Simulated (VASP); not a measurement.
# BaTiO3 (R3m) in VASP: further runs

BaTiO3 is run at these levels: PBE+U; tasks: single point, relaxation of shape and atoms at fixed volume, relaxation of cell and atoms.

All numbers are computed with VASP 6.6.1; they aren't measurements. Logs are shortened: lines on timing, memory, paths and dates and some standing lists are left out, and cuts for length are marked.

## Step 1: The cell of the first run

Symmetry: R3m, No. 160, trigonal system. The conventional cell has a = 5.686 Å, b = 5.686 Å, c = 6.982 Å, α = 90.00°, β = 90.00°, γ = 120.00°. Ba (site symmetry 3m) has 12 O at 2.80 to 2.90 Å and 8 Ti at 3.43 to 3.55 Å within 3.7 Å. Ti (site symmetry 3m) has 6 O at 1.92 to 2.11 Å within 2.5 Å. O (site symmetry m) has 2 Ti at 1.92 to 2.11 Å within 2.5 Å.

## Step 2: Single point, PBE+U (volume scaled by 0.98, then relaxed in part)

The input, INCAR:

```
PREC     = Accurate       # precision mode
ENCUT    = 520            # plane-wave cutoff, eV
EDIFF    = 1E-6           # SCF threshold, eV
ISMEAR   = 0              # smearing method
SIGMA    = 0.01           # smearing width, eV
LREAL    = F              # projectors in reciprocal space
LASPH    = T              # aspherical terms in the spheres
NELM     = 150            # most SCF steps
ALGO     = Normal         # electronic algorithm
ISIF     = 2              # what is computed and relaxed
LWAVE    = F              # write WAVECAR
LCHARG   = F              # write CHGCAR
LMAXMIX  = 4              # l up to which the mixer works
LDAU     = T              # DFT+U
LDAUTYPE = 2            
LDAUL    = -1 2 -1        # shell
LDAUU    = 0 4 0          # U, eV
LDAUJ    = 0 0 0        
LDAUPRINT= 1            
GGA      = PE             # functional
NBANDS   = 28             # bands
```

The input, KPOINTS:

```
regular mesh
0
Gamma
  6 6 6
```

The input, POSCAR:

```
BaTiO3
1.0
    2.8430466580      1.6414337533      2.3272395548
   -2.8430466580      1.6414337533      2.3272395548
    0.0000000000     -3.2828675067      2.3272395547
Ba Ti O
1 1 3
Direct
    0.0008118419      0.0008118419      0.0008118419
    0.5089914974      0.5089914974      0.5089914974
    0.4914667624      0.4914667624      0.9859631359
    0.4914667624      0.9859631359      0.4914667624
    0.9859631359      0.4914667624      0.4914667624
```

Potentials or basis: VASP PAW PBE potentials, release 64 (Ba_sv, Ti_sv, O).

Launch:

```console
cat potpaw_PBE.64/Ba_sv/POTCAR potpaw_PBE.64/Ti_sv/POTCAR potpaw_PBE.64/O/POTCAR > POTCAR
mpirun -np 1 vasp_std > vasp.out
```

OUTCAR:

```text
PREC = Accurate
   ENCUT = 520
   EDIFF = 1E-6
   ISMEAR = 0
   LREAL = F
   LASPH = T
   NELM = 150
   ISIF = 2
   GGA = PE

 ion  position               nearest neighbor table
   1  0.001  0.001  0.001-   4 2.80   5 2.80   3 2.80   3 2.84   3 2.84   4 2.84   5 2.84   5 2.84
                             4 2.84   5 2.90   4 2.90   3 2.90   2 3.43   2 3.46   2 3.46   2 3.46
   2  0.509  0.509  0.509-   4 1.92   5 1.92   3 1.92   4 2.11   5 2.11   3 2.11   1 3.43   1 3.46
                             1 3.46   1 3.46   1 3.50   1 3.50   1 3.50   1 3.55
   3  0.491  0.491  0.986-   2 1.92   2 2.11   1 2.80   1 2.84   1 2.84   1 2.90
   4  0.491  0.986  0.491-   2 1.92   2 2.11   1 2.80   1 2.84   1 2.84   1 2.90
   5  0.986  0.491  0.491-   2 1.92   2 2.11   1 2.80   1 2.84   1 2.84   1 2.90

  LATTYP: Found a trigonal (rhomboedric) cell.
 ALAT       =     4.0240853633
 COS(alpha) =     0.0016941868

  Lattice vectors:

 A1 = (   2.8430466580,   1.6414337533,   2.3272395548)
 A2 = (  -2.8430466580,   1.6414337533,   2.3272395548)
 A3 = (   0.0000000000,  -3.2828675067,   2.3272395547)

Analysis of symmetry for initial positions (statically):
=====================================================================
 Subroutine PRICEL returns:
 Original cell was already a primitive cell.

 Routine SETGRP: Setting up the symmetry group for a
 trigonal (rhombohedral) supercell.

 Subroutine GETGRP returns: Found  6 space group operations
 (whereof  6 operations were pure point group operations)
 out of a pool of 12 trial point group operations.

The static configuration has the point symmetry C_3v.

Analysis of symmetry for dynamics (positions and initial velocities):
=====================================================================
 Subroutine PRICEL returns:
 Original cell was already a primitive cell.

 Routine SETGRP: Setting up the symmetry group for a
 trigonal (rhombohedral) supercell.

 Subroutine GETGRP returns: Found  6 space group operations
 (whereof  6 operations were pure point group operations)
 out of a pool of 12 trial point group operations.

The dynamic configuration has the point symmetry C_3v.

 Subroutine INISYM returns: Found  6 space group operations
 (whereof  6 operations are pure point group operations),
 and found     1 'primitive' translations

----------------------------------------------------------------------------------------

                                     Primitive cell

  volume of cell :      65.1628

  direct lattice vectors                    reciprocal lattice vectors
     2.843046658  1.641433753  2.327239555     0.175867673  0.101537248  0.143231208
    -2.843046658  1.641433753  2.327239555    -0.175867673  0.101537248  0.143231208
     0.000000000 -3.282867507  2.327239555     0.000000000 -0.203074497  0.143231208

  length of vectors
     4.024085363  4.024085363  4.024085363     0.248504387  0.248504387  0.248504387

  position of ions in fractional coordinates (direct lattice)
     0.000811842  0.000811842  0.000811842
     0.508991497  0.508991497  0.508991497
     0.491466762  0.491466762  0.985963136
     0.491466762  0.985963136  0.491466762
     0.985963136  0.491466762  0.491466762

  ion indices of the primitive-cell ions
   primitive index   ion index
                 1           1
                 2           2
                 3           3
                 4           4
                 5           5

----------------------------------------------------------------------------------------

 KPOINTS: regular mesh

Automatic generation of k-mesh.
 Grid dimensions read from file:
 generate k-points for:    6    6    6

 Generating k-lattice:

  Cartesian coordinates                     Fractional coordinates (reciprocal lattice)
     0.029311279  0.016922875  0.023871868     0.166666667  0.000000000  0.000000000
    -0.029311279  0.016922875  0.023871868     0.000000000  0.166666667  0.000000000
     0.000000000 -0.033845749  0.023871868     0.000000000  0.000000000  0.166666667

  Length of vectors
     0.041417398  0.041417398  0.041417398

  Shift w.r.t. Gamma in fractional coordinates (k-lattice)
     0.000000000  0.000000000  0.000000000

 Subroutine IBZKPT returns following result:
 ===========================================

 Found     32 irreducible k-points:

 Following reciprocal coordinates:
            Coordinates               Weight
  0.000000  0.000000  0.000000      1.000000
  0.166667 -0.000000 -0.000000      6.000000
  0.333333 -0.000000 -0.000000      6.000000
  0.500000 -0.000000  0.000000      3.000000
  0.166667  0.166667 -0.000000      6.000000
  0.333333  0.166667  0.000000     12.000000
[... 16 lines left out ...]
  0.500000  0.500000  0.166667      6.000000
 -0.333333  0.500000  0.166667     12.000000
 [... further k-points ...]
   k-points           NKPTS =     32   k-points in BZ     NKDIM =     32   number of bands    NBANDS=     28
   number of dos      NEDOS =    301   number of ions     NIONS =      5
   total plane-waves  NPLWV =  27000
   dimension x,y,z NGX =    30 NGY =   30 NGZ =   30
   dimension x,y,z NGXF=    60 NGYF=   60 NGZF=   60
   ions per type =               1   1   3
   NGX,Y,Z   is equivalent  to a cutoff of  12.39, 12.39, 12.39 a.u.
   NGXF,Y,Z  is equivalent  to a cutoff of  24.79, 24.79, 24.79 a.u.
 SYSTEM =  unknown system
   PREC   = accura    normal or accurate (medium, high low for compatibility)
   ISTART =      0    job   : 0-new  1-cont  2-samecut
   ICHARG =      2    charge: 1-file 2-atom 10-const
   ISPIN  =      1    spin polarized calculation?
   LNONCOLLINEAR =      F non collinear calculations
   LSORBIT =      F    spin-orbit coupling
   LASPH  =      T    aspherical Exc in radial PAW
   ENCUT  =  520.0 eV  38.22 Ry    6.18 a.u.   7.48  7.48  7.48*2*pi/ulx,y,z
   NELM   =    150;   NELMIN=  2; NELMDL= -5     # of ELM steps
   EDIFF  = 0.1E-05   stopping-criterion for ELM
   LREAL  =      F    real-space projection
   EDIFFG = 0.1E-04   stopping-criterion for IOM
   NSW    =      0    number of steps for IOM
   IBRION =     -1    ionic relax: 0-MD 1-quasi-New 2-CG
   NFREE  =      0    steps in history (QN), initial steepest desc. (CG)
   ISIF   =      2    stress and relaxation
   ISYM   =      2    0-nonsym 1-usesym 2-fastsym
   POTIM  = 0.5000    time-step for ionic-motion
   TEBEG  =    0.0;   TEEND  =   0.0 temperature during run
   PSTRESS=    0.0 pullay stress
   NELECT =      40.0000    total number of electrons
   NUPDOWN=      -1.0000    fix difference up-down
   EMIN   =  10.00;   EMAX   =-10.00  energy-range for DOS
   EFERMI =   0.00;   METHOD = LEGACY
   ISMEAR =     0;   SIGMA  =   0.01  broadening in eV -4-tet -1-fermi 0-gaus
   EFERMI_NEDOS =   21; number of points for ismear=-14 and -15
   IALGO  =     38    algorithm
   IMIX   =      4    mixing-type and parameters
     AMIX     =   0.40;   BMIX     =  1.00
     AMIX_MAG =   1.60;   BMIX_MAG =  1.00
  volume/ion in A,a.u.               =      13.03        87.95
  Fermi-wavevector in a.u.,A,eV,Ry     =   1.391324  2.629221 26.337918  1.935782
  Thomas-Fermi vector in A             =   2.515174
   LORBIT       =      0    0 simple, 1 ext, 2 COOP (PROOUT), +10 PAW based schemes
 LDA+U is selected, type is set to LDAUTYPE =  2
   angular momentum for each species LDAUL =    -1    2   -1
   U (eV)           for each species LDAUU =   0.0  4.0  0.0
   J (eV)           for each species LDAUJ =   0.0  0.0  0.0
   GGA     = PE    functional components
   LHFCALC =     F    Hartree Fock is set to
   AEXX    =    0.0000 exact exchange contribution
   IVDW    =     0    specifies the selected vdW correction
   LEPSILON=     F    determine dielectric tensor
   LRPA    =     F    only Hartree local field effects (RPA)
 non-spin polarized calculation
 Gauss-broadening in eV      SIGMA  =   0.01
  energy-cutoff  :      520.00
  volume of cell :       65.16
 maximum number of plane-waves:      1776
 NGX is ok and might be reduce to    30
   NGX = 15   NGY = 15   NGZ = 15

atom =   2  type =  2  l = 2

 onsite density matrix

spin component  1

  0.1558 -0.0000  0.0000  0.0631 -0.0000
 -0.0000  0.1915  0.0000  0.0000  0.0631
  0.0000  0.0000  0.1070  0.0000  0.0000
  0.0631  0.0000  0.0000  0.1915  0.0000
 -0.0000  0.0631  0.0000  0.0000  0.1558

spin component  2

  0.1558 -0.0000  0.0000  0.0631 -0.0000
 -0.0000  0.1915  0.0000  0.0000  0.0631
  0.0000  0.0000  0.1070  0.0000  0.0000
  0.0631  0.0000  0.0000  0.1915  0.0000
 -0.0000  0.0631  0.0000  0.0000  0.1558

 occupancies and eigenvectors

  o =  0.1070  v =  0.0000  0.0000  1.0000  0.0000 -0.0000  0.0000  0.0000  0.0000  0.0000  0.0000      0.0000  0.0000  0.0000  0.0000  0.0000  0.0000  0.0000  0.0000  0.0000  0.0000
  o =  0.1070  v =  0.0000  0.0000  0.0000  0.0000  0.0000  0.0000  0.0000  1.0000  0.0000 -0.0000      0.0000  0.0000  0.0000  0.0000  0.0000  0.0000  0.0000  0.0000  0.0000  0.0000
  o =  0.1080  v =  0.0000  0.0000  0.0000  0.0000  0.0000 -0.7976  0.0000  0.0000  0.6032 -0.0000      0.0000  0.0000  0.0000  0.0000  0.0000  0.0000  0.0000  0.0000  0.0000  0.0000
  o =  0.1080  v = -0.7976  0.0000  0.0000  0.6032 -0.0000  0.0000  0.0000  0.0000  0.0000  0.0000      0.0000  0.0000  0.0000  0.0000  0.0000  0.0000  0.0000  0.0000  0.0000  0.0000
  o =  0.1080  v =  0.0000  0.0000  0.0000  0.0000  0.0000  0.0000  0.6032 -0.0000  0.0000 -0.7976      0.0000  0.0000  0.0000  0.0000  0.0000  0.0000  0.0000  0.0000  0.0000  0.0000
  o =  0.1080  v =  0.0000  0.6032 -0.0000  0.0000 -0.7976  0.0000  0.0000  0.0000  0.0000  0.0000      0.0000  0.0000  0.0000  0.0000  0.0000  0.0000  0.0000  0.0000  0.0000  0.0000
  o =  0.2393  v =  0.6032  0.0000  0.0000  0.7976 -0.0000  0.0000  0.0000  0.0000  0.0000  0.0000      0.0000  0.0000  0.0000  0.0000  0.0000  0.0000  0.0000  0.0000  0.0000  0.0000
  o =  0.2393  v =  0.0000  0.0000  0.0000  0.0000  0.0000  0.6032  0.0000  0.0000  0.7976 -0.0000      0.0000  0.0000  0.0000  0.0000  0.0000  0.0000  0.0000  0.0000  0.0000  0.0000
  o =  0.2393  v =  0.0000 -0.7976 -0.0000  0.0000 -0.6032  0.0000  0.0000  0.0000  0.0000  0.0000      0.0000  0.0000  0.0000  0.0000  0.0000  0.0000  0.0000  0.0000  0.0000  0.0000
  o =  0.2393  v =  0.0000  0.0000  0.0000  0.0000  0.0000  0.0000 -0.7976 -0.0000  0.0000 -0.6032      0.0000  0.0000  0.0000  0.0000  0.0000  0.0000  0.0000  0.0000  0.0000  0.0000

 number of electron      40.0000013 magnetization

 Free energy of the ion-electron system (eV)
  ---------------------------------------------------
  ext. energy  EPLUGINS =         0.00000000
  ---------------------------------------------------
  free energy    TOTEN  =       -37.29649519 eV

  energy without entropy =      -37.29649519  energy(sigma->0) =      -37.29649519

 E-fermi :   3.8883     XC(G=0): -11.1739

 val. band max:        3.8178727025   @ k =   0.5000   0.5000   0.5000
 cond. band min:       6.2979913230   @ k =   0.0000   0.0000   0.0000
 fundamental gap:      2.4801186205
 Fermi energy:         3.8882508552

 k-point     1 :       0.0000    0.0000    0.0000
  band No.  band energies     occupation
      1     -53.8007      2.00000
      2     -29.9780      2.00000
      3     -29.9720      2.00000
      4     -29.9720      2.00000
      5     -21.0304      2.00000
      6     -13.0674      2.00000
[... 20 lines left out ...]
     27       8.8409      0.00000
     28      10.9396      0.00000

 k-point     2 :       0.1667   -0.0000   -0.0000
  band No.  band energies     occupation
      1     -53.8005      2.00000
      2     -29.9853      2.00000
      3     -29.9748      2.00000
      4     -29.9716      2.00000
      5     -21.0035      2.00000
      6     -13.0818      2.00000
[... 674 lines left out ...]
 k-point    24 :      -0.3333    0.5000    0.1667
  band No.  band energies     occupation
      1     -53.7990      2.00000
      2     -30.0138      2.00000
      3     -30.0023      2.00000
      4     -29.9811      2.00000
      5     -20.8504      2.00000
      6     -12.7420      2.00000
[... 20 lines left out ...]
     27      11.9089      0.00000
     28      12.3387      0.00000

 [... further k-points ...]

------------------------ aborting loop because EDIFF is reached ----------------------------------------

  FORCE on cell =-STRESS in cart. coord.  units (eV):
  Direction    XX          YY          ZZ          XY          YZ          ZX
  --------------------------------------------------------------------------------------
  -------------------------------------------------------------------------------------
  Total        2.3972372      2.3972372      2.2814122      0.0000000      0.0000000      0.0000000
  in kB       58.9415980     58.9415980     56.0937738      0.0000000      0.0000000      0.0000000
  external PRESSURE =      57.9923233 kB  Pullay stress =       0.0000000 kB

 VOLUME and BASIS-vectors are now :
 -----------------------------------------------------------------------------
  energy-cutoff  :      520.00
  volume of cell :       65.16
      direct lattice vectors                 reciprocal lattice vectors
     2.843046658  1.641433753  2.327239555     0.175867673  0.101537248  0.143231208
    -2.843046658  1.641433753  2.327239555    -0.175867673  0.101537248  0.143231208
     0.000000000 -3.282867507  2.327239555     0.000000000 -0.203074497  0.143231208

 POSITION                                       TOTAL-FORCE (eV/Angst)
 -----------------------------------------------------------------------------------
      0.00000     -0.00000      0.00567        -0.000000      0.000000     -0.030724
      0.00000     -0.00000      3.55364        -0.000000      0.000000     -0.490518
      0.00000     -1.62337      4.58209        -0.000000     -0.236819      0.173747
     -1.40588      0.81168      4.58209        -0.205091      0.118409      0.173747
      1.40588      0.81168      4.58209         0.205091      0.118409      0.173747
 -----------------------------------------------------------------------------------
    total drift:                                0.000000     -0.000002      0.001114

  FREE ENERGIE OF THE ION-ELECTRON SYSTEM (eV)
  ---------------------------------------------------
  free  energy   TOTEN  =       -37.2964951899 eV

  energy  without entropy=      -37.2964951899  energy(sigma->0) =      -37.29649519
```

Run time: 69 s. Hardware: 1 thread of AMD EPYC 7R13, shared host; peak memory 0.18 GiB.

What came out:

```yaml
Free_energy: -37.2965 eV
Pressure: 5.8 GPa
Largest_force: 0.491 eV/Å
Band_gap_on_the_k_mesh: 2.48 eV, indirect (least direct gap 2.80 eV)
```

Forces on the atoms (eV/Å):
```
Ba   0.000  0.000 -0.031
Ti   0.000  0.000 -0.491
O    0.000 -0.237  0.174
O   -0.205  0.118  0.174
O    0.205  0.118  0.174
```

Stress tensor (GPa, compression positive):
```
5.89 0.00 0.00
0.00 5.89 0.00
0.00 0.00 5.61
```

Eigenvalues of the final occupation matrices:
```
    site  spin  trace               eigenvalues
site 2 d     1   0.80  0.11 0.11 0.11 0.24 0.24
site 2 d     2   0.80  0.11 0.11 0.11 0.24 0.24
```

Caveat: spin-orbit coupling is left out, which moves the levels of the heavy elements. A k mesh can miss the band edges.

(Part 1 of 2 ends here.)
